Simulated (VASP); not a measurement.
# Ca (P6_3/mmc) in VASP: further runs

Ca is run at these levels: LDA; tasks: single point.

Everything below comes from runs of VASP 6.6.1. Logs are shortened: lines on timing, memory, paths and dates and some standing lists are left out, and cuts for length are marked.

## 1. The cell of the first run

The structure is hexagonal, space group P6_3/mmc (No. 194). The conventional cell has a = 3.774 Å, b = 3.774 Å, c = 12.396 Å, α = 90.00°, β = 90.00°, γ = 120.00°. Ca (site symmetry -3m) has 12 Ca at 3.77 to 3.79 Å within 5.0 Å. Within 5.0 Å of Ca (site symmetry -6m2) lie 12 Ca at 3.77 to 3.79 Å.

This isn't the form of Ca at room conditions, which is fcc.

## 2. Single point, LDA

INCAR

```
PREC = Accurate
ENCUT = 520
EDIFF = 1E-7
ISMEAR = -1
SIGMA = 0.1
LREAL = F
LASPH = T
NELM = 80
ALGO = Normal
ISIF = 2
LWAVE = F
LCHARG = F
GGA = CA
NBANDS = 28
```

KPOINTS

```
regular mesh
0
Gamma
  9 9 3
```

POSCAR

```
Ca
1.0
    3.7739250105      0.0000000000      0.0000000000
   -1.8869625052      3.2683149310      0.0000000000
    0.0000000000      0.0000000000     12.3963601694
Ca
4
Direct
    0.0000000000      0.0000000000      1.0000000000
    0.0000000000      0.0000000000      0.5000000000
    0.3333333333      0.6666666667      0.2500000000
    0.6666666667      0.3333333333      0.7500000000
```

Potentials or basis: VASP PAW LDA potentials, release 64 (Ca_sv).

The run is started by

```
$ cat potpaw_LDA.64/Ca_sv/POTCAR > POTCAR
$ mpirun -np 1 vasp_std > vasp.out
```

OUTCAR:

```text
PREC = Accurate
   ENCUT = 520
   EDIFF = 1E-7
   ISMEAR = -1
   LREAL = F
   LASPH = T
   NELM = 80
   ISIF = 2
   GGA = CA

 ion  position               nearest neighbor table
   1  0.000  0.000  0.000-
   2  0.000  0.000  0.500-
   3  0.333  0.667  0.250-
   4  0.667  0.333  0.750-

  LATTYP: Found a hexagonal cell.
 ALAT       =     3.7739250105
 C/A-ratio  =     3.2847393986

  Lattice vectors:

 A1 = (   3.7739250105,   0.0000000000,   0.0000000000)
 A2 = (  -1.8869625052,   3.2683149310,   0.0000000000)
 A3 = (   0.0000000000,   0.0000000000,  12.3963601694)

Analysis of symmetry for initial positions (statically):
=====================================================================
 Subroutine PRICEL returns:
 Original cell was already a primitive cell.

 Routine SETGRP: Setting up the symmetry group for a
 hexagonal supercell.

 Subroutine GETGRP returns: Found 24 space group operations
 (whereof 12 operations were pure point group operations)
 out of a pool of 24 trial point group operations.

The static configuration has the point symmetry D_3d.
 The point group associated with its full space group is D_6h.

Analysis of symmetry for dynamics (positions and initial velocities):
=====================================================================
 Subroutine PRICEL returns:
 Original cell was already a primitive cell.

 Routine SETGRP: Setting up the symmetry group for a
 hexagonal supercell.

 Subroutine GETGRP returns: Found 24 space group operations
 (whereof 12 operations were pure point group operations)
 out of a pool of 24 trial point group operations.

The dynamic configuration has the point symmetry D_3d.
 The point group associated with its full space group is D_6h.

 Subroutine INISYM returns: Found 24 space group operations
 (whereof 12 operations are pure point group operations),
 and found     1 'primitive' translations

----------------------------------------------------------------------------------------

                                     Primitive cell

  volume of cell :     152.9014

  direct lattice vectors                    reciprocal lattice vectors
     3.773925011  0.000000000  0.000000000     0.264976118  0.152984033  0.000000000
    -1.886962505  3.268314931  0.000000000     0.000000000  0.305968066  0.000000000
     0.000000000  0.000000000 12.396360169     0.000000000  0.000000000  0.080668840

  length of vectors
     3.773925011  3.773925010 12.396360169     0.305968066  0.305968066  0.080668840

  position of ions in fractional coordinates (direct lattice)
     0.000000000  0.000000000  0.000000000
     0.000000000  0.000000000  0.500000000
     0.333333333  0.666666667  0.250000000
     0.666666667  0.333333333  0.750000000

  ion indices of the primitive-cell ions
   primitive index   ion index
                 1           1
                 2           2
                 3           3
                 4           4

----------------------------------------------------------------------------------------

 KPOINTS: regular mesh

Automatic generation of k-mesh.
 Grid dimensions read from file:
 generate k-points for:    9    9    3

 Generating k-lattice:

  Cartesian coordinates                     Fractional coordinates (reciprocal lattice)
     0.029441791  0.016998226  0.000000000     0.111111111  0.000000000  0.000000000
     0.000000000  0.033996452  0.000000000     0.000000000  0.111111111  0.000000000
     0.000000000  0.000000000  0.026889613     0.000000000  0.000000000  0.333333333

  Length of vectors
     0.033996452  0.033996452  0.026889613

  Shift w.r.t. Gamma in fractional coordinates (k-lattice)
     0.000000000  0.000000000  0.000000000

 Subroutine IBZKPT returns following result:
 ===========================================

 Found     24 irreducible k-points:

 Following reciprocal coordinates:
            Coordinates               Weight
  0.000000  0.000000  0.000000      1.000000
  0.111111  0.000000  0.000000      6.000000
  0.222222 -0.000000  0.000000      6.000000
  0.333333  0.000000  0.000000      6.000000
  0.444444 -0.000000  0.000000      6.000000
  0.111111  0.111111  0.000000      6.000000
[... 16 lines left out ...]
  0.333333  0.222222  0.333333     24.000000
  0.333333  0.333333  0.333333      4.000000
   k-points           NKPTS =     24   k-points in BZ     NKDIM =     24   number of bands    NBANDS=     28
   number of dos      NEDOS =    301   number of ions     NIONS =      4
   total plane-waves  NPLWV =  75264
   dimension x,y,z NGX =    28 NGY =   28 NGZ =   96
   dimension x,y,z NGXF=    56 NGYF=   56 NGZF=  192
   ions per type =               4
   NGX,Y,Z   is equivalent  to a cutoff of  12.33, 12.33, 12.87 a.u.
   NGXF,Y,Z  is equivalent  to a cutoff of  24.67, 24.67, 25.75 a.u.
 SYSTEM =  unknown system
   PREC   = accura    normal or accurate (medium, high low for compatibility)
   ISTART =      0    job   : 0-new  1-cont  2-samecut
   ICHARG =      2    charge: 1-file 2-atom 10-const
   ISPIN  =      1    spin polarized calculation?
   LNONCOLLINEAR =      F non collinear calculations
   LSORBIT =      F    spin-orbit coupling
   LASPH  =      T    aspherical Exc in radial PAW
   ENCUT  =  520.0 eV  38.22 Ry    6.18 a.u.   7.02  7.02 23.05*2*pi/ulx,y,z
   NELM   =     80;   NELMIN=  2; NELMDL= -5     # of ELM steps
   EDIFF  = 0.1E-06   stopping-criterion for ELM
   LREAL  =      F    real-space projection
   EDIFFG = 0.1E-05   stopping-criterion for IOM
   NSW    =      0    number of steps for IOM
   IBRION =     -1    ionic relax: 0-MD 1-quasi-New 2-CG
   NFREE  =      0    steps in history (QN), initial steepest desc. (CG)
   ISIF   =      2    stress and relaxation
   ISYM   =      2    0-nonsym 1-usesym 2-fastsym
   POTIM  = 0.5000    time-step for ionic-motion
   TEBEG  =    0.0;   TEEND  =   0.0 temperature during run
   PSTRESS=    0.0 pullay stress
   NELECT =      40.0000    total number of electrons
   NUPDOWN=      -1.0000    fix difference up-down
   EMIN   =  10.00;   EMAX   =-10.00  energy-range for DOS
   EFERMI =   0.00;   METHOD = LEGACY
   ISMEAR =    -1;   SIGMA  =   0.10  broadening in eV -4-tet -1-fermi 0-gaus
   EFERMI_NEDOS =   21; number of points for ismear=-14 and -15
   IALGO  =     38    algorithm
   IMIX   =      4    mixing-type and parameters
     AMIX     =   0.40;   BMIX     =  1.00
     AMIX_MAG =   1.60;   BMIX_MAG =  1.00
  volume/ion in A,a.u.               =      38.23       257.96
  Fermi-wavevector in a.u.,A,eV,Ry     =   1.047027  1.978593 14.915587  1.096265
  Thomas-Fermi vector in A             =   2.181889
   LORBIT       =      0    0 simple, 1 ext, 2 COOP (PROOUT), +10 PAW based schemes
   GGA     = CA    functional components
   LHFCALC =     F    Hartree Fock is set to
   AEXX    =    0.0000 exact exchange contribution
   IVDW    =     0    specifies the selected vdW correction
   LEPSILON=     F    determine dielectric tensor
   LRPA    =     F    only Hartree local field effects (RPA)
 non-spin polarized calculation
  energy-cutoff  :      520.00
  volume of cell :      152.90
 maximum number of plane-waves:      4141
 NGX is ok and might be reduce to    28
   NGX = 13   NGY = 13   NGZ = 47

 number of electron      40.0000006 magnetization

 Free energy of the ion-electron system (eV)
  ---------------------------------------------------
  ext. energy  EPLUGINS =         0.00000000
  ---------------------------------------------------
  free energy    TOTEN  =        -8.89147190 eV

  energy without entropy =       -8.71707897  energy(sigma->0) =       -8.80427543

 E-fermi :   2.2015     XC(G=0):  -8.2888

 val. band max:        2.2009992309   @ k =   0.3333   0.0000   0.0000
 cond. band min:       2.2275494222   @ k =   0.3333   0.3333   0.3333
 fundamental gap:      0.0265501913
 Fermi energy:         2.2014513750

 k-point     1 :       0.0000    0.0000    0.0000
  band No.  band energies     occupation
      1     -39.1384      2.00000
      2     -39.1293      2.00000
      3     -39.1244      2.00000
      4     -39.1152      2.00000
      5     -20.5315      2.00000
      6     -20.4321      2.00000
[... 20 lines left out ...]
     27       4.4951      0.00000
     28       4.5282      0.00000

 k-point     2 :       0.1111    0.0000    0.0000
  band No.  band energies     occupation
      1     -39.1359      2.00000
      2     -39.1274      2.00000
      3     -39.1225      2.00000
      4     -39.1140      2.00000
      5     -20.5233      2.00000
      6     -20.4347      2.00000
[... 20 lines left out ...]
     27       4.5846      0.00000
     28       4.6070      0.00000

 k-point     3 :       0.2222   -0.0000    0.0000
  band No.  band energies     occupation
      1     -39.1296      2.00000
      2     -39.1228      2.00000
      3     -39.1179      2.00000
      4     -39.1110      2.00000
      5     -20.5016      2.00000
      6     -20.4541      2.00000
[... 20 lines left out ...]
     27       4.4793      0.00000
     28       4.7099      0.00000

 k-point     4 :       0.3333    0.0000    0.0000
  band No.  band energies     occupation
      1     -39.1219      2.00000
      2     -39.1174      2.00000
      3     -39.1125      2.00000
      4     -39.1080      2.00000
      5     -20.5000      2.00000
      6     -20.4977      2.00000
[... 578 lines left out ...]
     27       3.8959      0.00000
     28       3.9793      0.00000

 k-point    23 :       0.3333    0.2222    0.3333
  band No.  band energies     occupation
      1     -39.1133      2.00000
      2     -39.1127      2.00000
      3     -39.1072      2.00000
      4     -39.1067      2.00000
      5     -20.5052      2.00000
      6     -20.5046      2.00000
[... 20 lines left out ...]
     27       3.4967      0.00000
     28       3.7741      0.00000

 k-point    24 :       0.3333    0.3333    0.3333
  band No.  band energies     occupation
      1     -39.1115      2.00000
      2     -39.1115      2.00000
      3     -39.1066      2.00000
      4     -39.1066      2.00000
      5     -20.4895      2.00000
      6     -20.4895      2.00000
[... 20 lines left out ...]
     27       3.1731      0.00012
     28       3.4963      0.00000

------------------------ aborting loop because EDIFF is reached ----------------------------------------

  FORCE on cell =-STRESS in cart. coord.  units (eV):
  Direction    XX          YY          ZZ          XY          YZ          ZX
  --------------------------------------------------------------------------------------
  -------------------------------------------------------------------------------------
  Total       -0.0158756     -0.0158756     -0.0048716     -0.0000000      0.0000000      0.0000000
  in kB       -0.1663529     -0.1663529     -0.0510469     -0.0000000      0.0000000      0.0000000
  external PRESSURE =      -0.1279176 kB  Pullay stress =       0.0000000 kB

 VOLUME and BASIS-vectors are now :
 -----------------------------------------------------------------------------
  energy-cutoff  :      520.00
  volume of cell :      152.90
      direct lattice vectors                 reciprocal lattice vectors
     3.773925011  0.000000000  0.000000000     0.264976118  0.152984033  0.000000000
    -1.886962505  3.268314931  0.000000000     0.000000000  0.305968066  0.000000000
     0.000000000  0.000000000 12.396360169     0.000000000  0.000000000  0.080668840

 POSITION                                       TOTAL-FORCE (eV/Angst)
 -----------------------------------------------------------------------------------
      0.00000      0.00000      0.00000         0.000000      0.000000      0.000000
      0.00000      0.00000      6.19818         0.000000      0.000000      0.000000
     -0.00000      2.17888      3.09909         0.000000     -0.000000      0.000000
      1.88696      1.08944      9.29727        -0.000000      0.000000     -0.000000
 -----------------------------------------------------------------------------------
    total drift:                                0.000000     -0.000000      0.000000

  FREE ENERGIE OF THE ION-ELECTRON SYSTEM (eV)
  ---------------------------------------------------
  free  energy   TOTEN  =        -8.8914718986 eV

  energy  without entropy=       -8.7170789694  energy(sigma->0) =       -8.80427543
```

Wall time 51 s (1 thread of Intel Xeon 6975P-C (Granite Rapids), shared host); peak memory 0.24 GiB.

Results:

```
Free energy            : -8.8915 eV
Pressure               : 0.0 GPa
Band gap on the k mesh : zero (bands 20 and 21 overlap by 0.26 eV)
```

Levels at points of the mesh, in eV from the Fermi level:
| k point | band 18 | band 19 | band 20 | band 21 | band 22 | band 23 |
| --- | --- | --- | --- | --- | --- | --- |
| (0.00, 0.00, 0.00) | -3.11 | -3.11 | -1.12 | -0.05 | 1.37 | 1.38 |

## 3. Single point, LDA (33.64 Å³/atom)

This run uses another cell than the first one, of 33.64 Å³/atom.

INCAR

```
SYSTEM = Ca
  PREC = Accurate
  ENCUT = 520
  EDIFF = 1E-7
  ISMEAR = -1
  SIGMA = 0.1
  LREAL = .False.
  LASPH = .True.
  NELM = 80
  ALGO = Normal
  ISIF = 2
  LWAVE = .False.
  LCHARG = .False.
  NBANDS = 28
```

KPOINTS

```
regular mesh
0
Gamma
  11 11 3
  0 0 0
```

POSCAR

```
Ca
1.0
    3.6164918468      0.0000000000      0.0000000000
   -1.8082459234      3.1319738119      0.0000000000
    0.0000000000      0.0000000000     11.8792332542
Ca
4
Direct
    0.0000000000      0.0000000000      1.0000000000
    0.0000000000      0.0000000000      0.5000000000
    0.3333333333      0.6666666667      0.2500000000
    0.6666666667      0.3333333333      0.7500000000
```

Potentials or basis: VASP PAW LDA potentials, release 64 (Ca_sv).

The run is started by

```
$ cat potpaw_LDA.64/Ca_sv/POTCAR > POTCAR
$ mpirun -np 1 vasp_std > vasp.out
```

Run time: 79 s. Hardware: 1 thread of Intel Xeon 6975P-C (Granite Rapids), shared host; peak memory 0.24 GiB.

The run converged. Its results:

```yaml
Free_energy: -8.7324 eV
Pressure: 3.0 GPa
Band_gap_on_the_k_mesh: zero (bands 20 and 21 overlap by 0.15 eV)
```

Levels at points of the mesh, in eV from the Fermi level:
```tsv
k point	band 18	band 19	band 20	band 21	band 22	band 23
(0.00, 0.00, 0.00)	-3.21	-3.20	-1.18	0.12	1.43	1.45
```

Caveat: the cell stands under pressure.

## 4. Single point, LDA (35.17 Å³/atom)

This run uses another cell than the first one, of 35.17 Å³/atom.

INCAR

```
SYSTEM = Ca
ALGO = Normal ; EDIFF = 1E-6
ENCUT = 520 ; GGA = CA
ISIF = 2 ; ISMEAR = -1
LASPH = .TRUE. ; LCHARG = .FALSE.
LREAL = .FALSE. ; LWAVE = .FALSE.
NBANDS = 28 ; NELM = 80
PREC = Accurate ; SIGMA = 0.1
```

KPOINTS

```
k-points
0
G
  11 11 3
  0 0 0
```

POSCAR

```
Ca
1.0
    3.6704772962      0.0000000000      0.0000000000
   -1.8352386481      3.1787265825      0.0000000000
    0.0000000000      0.0000000000     12.0565613866
Ca
4
Direct
    0.0000000000      0.0000000000      1.0000000000
    0.0000000000      0.0000000000      0.5000000000
    0.3333333333      0.6666666667      0.2500000000
    0.6666666667      0.3333333333      0.7500000000
```

The run is started by

```
$ cat potpaw_LDA.64/Ca_sv/POTCAR > POTCAR
$ mpirun -np 1 vasp_std > vasp.out
```

It took 71 s on 1 thread of Intel Xeon 6975P-C (Granite Rapids), shared host; peak memory 0.25 GiB.

It converged, with:

```
Free energy            : -8.8259 eV
Pressure               : 1.8 GPa
Band gap on the k mesh : zero (bands 20 and 21 overlap by 0.18 eV)
```

Levels at points of the mesh, in eV from the Fermi level:
```tsv
k point	band 18	band 19	band 20	band 21	band 22	band 23
(0.00, 0.00, 0.00)	-3.18	-3.17	-1.16	0.05	1.41	1.43
```

## 5. Single point, LDA (36.70 Å³/atom)

This run uses another cell than the first one, of 36.70 Å³/atom.

INCAR

```
SYSTEM = Ca
PREC     = Accurate       ! precision mode
ENCUT    = 520            ! plane-wave cutoff, eV
EDIFF    = 1E-6           ! SCF threshold, eV
ISMEAR   = -1             ! smearing method
SIGMA    = 0.1            ! smearing width, eV
LREAL    = .False.        ! projectors in reciprocal space
LASPH    = .True.         ! aspherical terms in the spheres
NELM     = 100            ! most SCF steps
ALGO     = Normal         ! electronic algorithm
ISIF     = 2              ! what is computed and relaxed
LWAVE    = .False.        ! write WAVECAR
LCHARG   = .False.        ! write CHGCAR
NBANDS   = 28             ! bands
```

KPOINTS

```
regular mesh
0
Gamma
  11 11 3
  0 0 0
```

POSCAR

```
Ca
1.0
    3.7229197714      0.0000000000      0.0000000000
   -1.8614598857      3.2241430982      0.0000000000
    0.0000000000      0.0000000000     12.2288212510
Ca
4
Direct
    0.0000000000      0.0000000000      1.0000000000
    0.0000000000      0.0000000000      0.5000000000
    0.3333333333      0.6666666667      0.2500000000
    0.6666666667      0.3333333333      0.7500000000
```

The run is started by

```
$ cat potpaw_LDA.64/Ca_sv/POTCAR > POTCAR
$ mpirun -np 1 vasp_std > vasp.out
```

Run time: 82 s. Hardware: 1 thread of Intel Xeon 6975P-C (Granite Rapids), shared host; peak memory 0.26 GiB.

It converged, with:

* Free energy: -8.8779 eV
* Pressure: 0.8 GPa
* Band gap on the k mesh: zero (bands 20 and 21 overlap by 0.19 eV)

Levels at points of the mesh, in eV from the Fermi level:
| k point | band 17 | band 18 | band 19 | band 20 | band 21 | band 22 | band 23 | band 24 |
| --- | --- | --- | --- | --- | --- | --- | --- | --- |
| (0.00, 0.00, 0.00) | -4.28 | -3.15 | -3.14 | -1.14 | 0.00 | 1.39 | 1.41 | 2.29 |

[end of part 1 of 2]
